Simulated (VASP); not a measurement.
# InSb3 (I4/mmm) in VASP: a series of runs

The runs below take InSb3 through single point, with PBEsol+D3(BJ).

Everything below comes from runs of VASP 6.6.1. Logs are shortened: lines on timing, memory, paths and dates and some standing lists are left out, and cuts for length are marked.

## (1) The cell of the first run

The structure is tetragonal, space group I4/mmm (No. 139). Conventional cell: a = 5.179 Å, b = 5.179 Å, c = 6.885 Å, α = 90.00°, β = 90.00°, γ = 90.00°. In (site symmetry 4/mmm) has 14 Sb at 3.11 to 3.66 Å within 4.1 Å. Sb (site symmetry -4m2) has 4 In at 3.11 Å and 10 Sb at 3.11 to 3.66 Å within 4.1 Å. Within 4.1 Å of Sb (site symmetry 4/mmm) lie 8 Sb at 3.11 Å and 6 In at 3.44 to 3.66 Å.

## (2) Single point, PBEsol+D3(BJ) (strain -0.0600 x Voigt [0, 0, 1, 0, 0, 0])

Contents of INCAR:

```
SYSTEM = InSb3
PREC = Accurate ; ENCUT = 520
EDIFF = 1E-6 ; ISMEAR = 0
SIGMA = 0.15 ; LREAL = .FALSE.
LASPH = .TRUE. ; NELM = 100
ALGO = Normal ; ISIF = 2
LWAVE = .FALSE. ; LCHARG = .FALSE.
GGA = PS ; IVDW = 12
NBANDS = 22
```

Contents of KPOINTS:

```
Automatic mesh
0
G
  12 12 12
  0 0 0
```

Contents of POSCAR:

```
InSb3
1.0
    0.0000000000      3.6620664019      3.4423424178
    3.6620664019      0.0000000000      3.4423424178
    3.6620664019      3.6620664019      0.0000000000
In Sb
1 3
Direct
    0.0000000000      0.0000000000      0.0000000000
    0.2500000000      0.2500000000      0.2500000000
    0.7500000000      0.7500000000      0.7500000000
    0.5000000000      0.5000000000      0.5000000000
```

Potentials or basis: VASP PAW PBE potentials, release 64 (In_d, Sb).

Started as:

```
cat potpaw_PBE.64/In_d/POTCAR potpaw_PBE.64/Sb/POTCAR > POTCAR
mpirun -np 1 vasp_std > vasp.out
```

OUTCAR:

```text
SYSTEM = InSb3
   PREC = Accurate
   ENCUT = 520
   EDIFF = 1E-6
   ISMEAR = 0
   LREAL = .FALSE.
   LASPH = .TRUE.
   NELM = 100
   ISIF = 2
   GGA = PS
   IVDW = 12
 IVDW          = 12

 ion  position               nearest neighbor table
   1  0.000  0.000  0.000-   3 3.11   3 3.11   3 3.11   2 3.11   2 3.11   2 3.11   3 3.11   2 3.11
                             4 3.44   4 3.44   4 3.66   4 3.66   4 3.66   4 3.66
   2  0.250  0.250  0.250-   1 3.11   1 3.11   1 3.11   4 3.11   4 3.11   4 3.11   4 3.11   1 3.11
                             3 3.44   3 3.44   3 3.66   3 3.66   3 3.66   3 3.66
   3  0.750  0.750  0.750-   4 3.11   4 3.11   4 3.11   1 3.11   1 3.11   1 3.11   4 3.11   1 3.11
                             2 3.44   2 3.44   2 3.66   2 3.66   2 3.66   2 3.66
   4  0.500  0.500  0.500-   2 3.11   2 3.11   2 3.11   3 3.11   3 3.11   3 3.11   3 3.11   2 3.11
                             1 3.44   1 3.44   1 3.66   1 3.66   1 3.66   1 3.66

  LATTYP: Found a body centered tetragonal cell.
 ALAT       =     5.1789439719
 C/A-ratio  =     1.3293607486

  Lattice vectors:

 A1 = (   0.0000000000,  -3.6620664019,  -3.4423424178)
 A2 = (   0.0000000000,   3.6620664019,  -3.4423424178)
 A3 = (   3.6620664019,   0.0000000000,   3.4423424178)

Analysis of symmetry for initial positions (statically):
=====================================================================
 Subroutine PRICEL returns:
 Original cell was already a primitive cell.

 Routine SETGRP: Setting up the symmetry group for a
 body centered tetragonal supercell.

 Subroutine GETGRP returns: Found 16 space group operations
 (whereof 16 operations were pure point group operations)
 out of a pool of 16 trial point group operations.

The static configuration has the point symmetry D_4h.

Analysis of symmetry for dynamics (positions and initial velocities):
=====================================================================
 Subroutine PRICEL returns:
 Original cell was already a primitive cell.

 Routine SETGRP: Setting up the symmetry group for a
 body centered tetragonal supercell.

 Subroutine GETGRP returns: Found 16 space group operations
 (whereof 16 operations were pure point group operations)
 out of a pool of 16 trial point group operations.

The dynamic configuration has the point symmetry D_4h.

 Subroutine INISYM returns: Found 16 space group operations
 (whereof 16 operations are pure point group operations),
 and found     1 'primitive' translations

----------------------------------------------------------------------------------------

                                     Primitive cell

  volume of cell :      92.3287

  direct lattice vectors                    reciprocal lattice vectors
     0.000000000  3.662066402  3.442342418    -0.136534936  0.136534936  0.145249931
     3.662066402  0.000000000  3.442342418     0.136534936 -0.136534936  0.145249931
     3.662066402  3.662066402  0.000000000     0.136534936  0.136534936 -0.145249931

  length of vectors
     5.025977681  5.025977681  5.178943972     0.241621853  0.241621853  0.241621853

  position of ions in fractional coordinates (direct lattice)
     0.000000000  0.000000000  0.000000000
     0.250000000  0.250000000  0.250000000
     0.750000000  0.750000000  0.750000000
     0.500000000  0.500000000  0.500000000

  ion indices of the primitive-cell ions
   primitive index   ion index
                 1           1
                 2           2
                 3           3
                 4           4

----------------------------------------------------------------------------------------

 KPOINTS: Automatic mesh

Automatic generation of k-mesh.
 Grid dimensions read from file:
 generate k-points for:   12   12   12

 Generating k-lattice:

  Cartesian coordinates                     Fractional coordinates (reciprocal lattice)
    -0.011377911  0.011377911  0.012104161     0.083333333  0.000000000  0.000000000
     0.011377911 -0.011377911  0.012104161     0.000000000  0.083333333  0.000000000
     0.011377911  0.011377911 -0.012104161     0.000000000  0.000000000  0.083333333

  Length of vectors
     0.020135154  0.020135154  0.020135154

  Shift w.r.t. Gamma in fractional coordinates (k-lattice)
     0.000000000  0.000000000  0.000000000

 Subroutine IBZKPT returns following result:
 ===========================================

 Found    163 irreducible k-points:

 Following reciprocal coordinates:
            Coordinates               Weight
  0.000000  0.000000  0.000000      1.000000
  0.083333 -0.000000  0.000000      8.000000
  0.166667  0.000000  0.000000      8.000000
  0.250000 -0.000000  0.000000      8.000000
  0.333333 -0.000000  0.000000      8.000000
  0.416667 -0.000000  0.000000      8.000000
[... 16 lines left out ...]
  0.500000  0.166667  0.000000      8.000000
 -0.416667  0.166667  0.000000      8.000000
 [... further k-points ...]
   k-points           NKPTS =    163   k-points in BZ     NKDIM =    163   number of bands    NBANDS=     22
   number of dos      NEDOS =    301   number of ions     NIONS =      4
   total plane-waves  NPLWV =  64000
   dimension x,y,z NGX =    40 NGY =   40 NGZ =   40
   dimension x,y,z NGXF=    80 NGYF=   80 NGZF=   80
   ions per type =               1   3
   NGX,Y,Z   is equivalent  to a cutoff of  13.23, 13.23, 12.84 a.u.
   NGXF,Y,Z  is equivalent  to a cutoff of  26.46, 26.46, 25.68 a.u.
 SYSTEM =  InSb3
   PREC   = accura    normal or accurate (medium, high low for compatibility)
   ISTART =      0    job   : 0-new  1-cont  2-samecut
   ICHARG =      2    charge: 1-file 2-atom 10-const
   ISPIN  =      1    spin polarized calculation?
   LNONCOLLINEAR =      F non collinear calculations
   LSORBIT =      F    spin-orbit coupling
   LASPH  =      T    aspherical Exc in radial PAW
   ENCUT  =  520.0 eV  38.22 Ry    6.18 a.u.   9.34  9.34  9.63*2*pi/ulx,y,z
   NELM   =    100;   NELMIN=  2; NELMDL= -5     # of ELM steps
   EDIFF  = 0.1E-05   stopping-criterion for ELM
   LREAL  =      F    real-space projection
   EDIFFG = 0.1E-04   stopping-criterion for IOM
   NSW    =      0    number of steps for IOM
   IBRION =     -1    ionic relax: 0-MD 1-quasi-New 2-CG
   NFREE  =      0    steps in history (QN), initial steepest desc. (CG)
   ISIF   =      2    stress and relaxation
   ISYM   =      2    0-nonsym 1-usesym 2-fastsym
   POTIM  = 0.5000    time-step for ionic-motion
   TEBEG  =    0.0;   TEEND  =   0.0 temperature during run
   PSTRESS=    0.0 pullay stress
   NELECT =      28.0000    total number of electrons
   NUPDOWN=      -1.0000    fix difference up-down
   EMIN   =  10.00;   EMAX   =-10.00  energy-range for DOS
   EFERMI =   0.00;   METHOD = LEGACY
   ISMEAR =     0;   SIGMA  =   0.15  broadening in eV -4-tet -1-fermi 0-gaus
   EFERMI_NEDOS =   21; number of points for ismear=-14 and -15
   IALGO  =     38    algorithm
   IMIX   =      4    mixing-type and parameters
     AMIX     =   0.40;   BMIX     =  1.00
     AMIX_MAG =   1.60;   BMIX_MAG =  1.00
  volume/ion in A,a.u.               =      23.08       155.77
  Fermi-wavevector in a.u.,A,eV,Ry     =   1.099889  2.078488 16.459713  1.209755
  Thomas-Fermi vector in A             =   2.236291
   LORBIT       =      0    0 simple, 1 ext, 2 COOP (PROOUT), +10 PAW based schemes
   GGA     = PS    functional components
   LHFCALC =     F    Hartree Fock is set to
   AEXX    =    0.0000 exact exchange contribution
   IVDW    =    12    specifies the selected vdW correction
   LEPSILON=     F    determine dielectric tensor
   LRPA    =     F    only Hartree local field effects (RPA)
 non-spin polarized calculation
 Gauss-broadening in eV      SIGMA  =   0.15
  energy-cutoff  :      520.00
  volume of cell :       92.33
 maximum number of plane-waves:      2521
 NGX is ok and might be reduce to    40
   NGX = 19   NGY = 19   NGZ = 19

 number of electron      27.9999997 magnetization

 Free energy of the ion-electron system (eV)
  ---------------------------------------------------
  ext. energy  EPLUGINS =         0.00000000
  ---------------------------------------------------
  free energy    TOTEN  =       -15.83784478 eV

  energy without entropy =      -15.81617273  energy(sigma->0) =      -15.82700876

 E-fermi :  10.0430     XC(G=0): -11.0140

 val. band max:       10.0280812421   @ k =  -0.4167   0.0000   0.3333
 cond. band min:      10.0449860635   @ k =  -0.0833   0.2500   0.1667
 fundamental gap:      0.0169048214
 Fermi energy:        10.0429786394

 k-point     1 :       0.0000    0.0000    0.0000
  band No.  band energies     occupation
      1      -4.5399      2.00000
      2      -4.5399      2.00000
      3      -4.5359      2.00000
      4      -4.4894      2.00000
      5      -4.4750      2.00000
      6      -3.5037      2.00000
[... 14 lines left out ...]
     21      18.0161      0.00000
     22      18.0162      0.00000

 k-point     2 :       0.0833   -0.0000    0.0000
  band No.  band energies     occupation
      1      -4.5413      2.00000
      2      -4.5390      2.00000
      3      -4.5358      2.00000
      4      -4.4899      2.00000
      5      -4.4753      2.00000
      6      -3.4426      2.00000
[... 14 lines left out ...]
     21      17.4427      0.00000
     22      17.9205      0.00000

 k-point     3 :       0.1667    0.0000    0.0000
  band No.  band energies     occupation
      1      -4.5474      2.00000
      2      -4.5365      2.00000
      3      -4.5338      2.00000
      4      -4.4911      2.00000
      5      -4.4758      2.00000
      6      -3.2590      2.00000
[... 14 lines left out ...]
     21      16.1740      0.00000
     22      17.4327      0.00000
[... 476 lines left out ...]
 k-point    23 :       0.5000    0.1667    0.0000
  band No.  band energies     occupation
      1      -4.5739      2.00000
      2      -4.5327      2.00000
      3      -4.5240      2.00000
      4      -4.5051      2.00000
      5      -4.4740      2.00000
      6      -1.5912      2.00000
[... 14 lines left out ...]
     21      16.4078      0.00000
     22      16.8500      0.00000

 k-point    24 :      -0.4167    0.1667    0.0000
  band No.  band energies     occupation
      1      -4.5712      2.00000
      2      -4.5351      2.00000
      3      -4.5242      2.00000
      4      -4.5031      2.00000
      5      -4.4759      2.00000
      6      -1.5483      2.00000
[... 14 lines left out ...]
     21      16.3640      0.00000
     22      18.2292      0.00000

 [... further k-points ...]

------------------------ aborting loop because EDIFF is reached ----------------------------------------

 Edisp (eV)   -2.18198

 E8    (eV) :    -1.5169

  FORCE on cell =-STRESS in cart. coord.  units (eV):
  Direction    XX          YY          ZZ          XY          YZ          ZX
  --------------------------------------------------------------------------------------
  -------------------------------------------------------------------------------------
  Total       2.98796     2.98796     3.86083     0.00000    -0.00000    -0.00000
  in kB      51.84997    51.84997    66.99689     0.00000    -0.00000    -0.00000
  external pressure =       56.90 kB  Pullay stress =        0.00 kB

 VOLUME and BASIS-vectors are now :
 -----------------------------------------------------------------------------
  energy-cutoff  :      520.00
  volume of cell :       92.33
      direct lattice vectors                 reciprocal lattice vectors
     0.000000000  3.662066402  3.442342418    -0.136534936  0.136534936  0.145249931
     3.662066402  0.000000000  3.442342418     0.136534936 -0.136534936  0.145249931
     3.662066402  3.662066402  0.000000000     0.136534936  0.136534936 -0.145249931

 POSITION                                       TOTAL-FORCE (eV/Angst)
 -----------------------------------------------------------------------------------
      0.00000      0.00000      0.00000        -0.000000      0.000000      0.000000
      1.83103      1.83103      1.72117         0.000000     -0.000000     -0.000000
      5.49310      5.49310      5.16351         0.000000     -0.000000      0.000000
      3.66207      3.66207      3.44234        -0.000000      0.000000     -0.000000
 -----------------------------------------------------------------------------------
    total drift:                               -0.000000      0.000000      0.000000

  FREE ENERGIE OF THE ION-ELECTRON SYSTEM (eV)
  ---------------------------------------------------
  free  energy   TOTEN  =       -18.0198296203 eV

  energy  without entropy=      -17.9981575703  energy(sigma->0) =      -18.00899360
```

It took 2.4 min on 1 thread of Intel Xeon 6975P-C (Granite Rapids), shared host; peak memory 0.47 GiB.

Results:

- Free energy: -18.0198 eV
- Pressure: 5.7 GPa
- Band gap on the k mesh: zero (bands 14 and 15 overlap by 4.02 eV)
- Dispersion energy per atom: -0.545 eV

Caveat: the cell differs from its parent crystal (strain -0.0600 x Voigt [0, 0, 1, 0, 0, 0]); the cell stands under pressure; the PAW data sets were made with another functional, which shifts forces and pressure a little; spin-orbit coupling is left out, which moves the levels of the heavy elements.

[end of part 1 of 2]
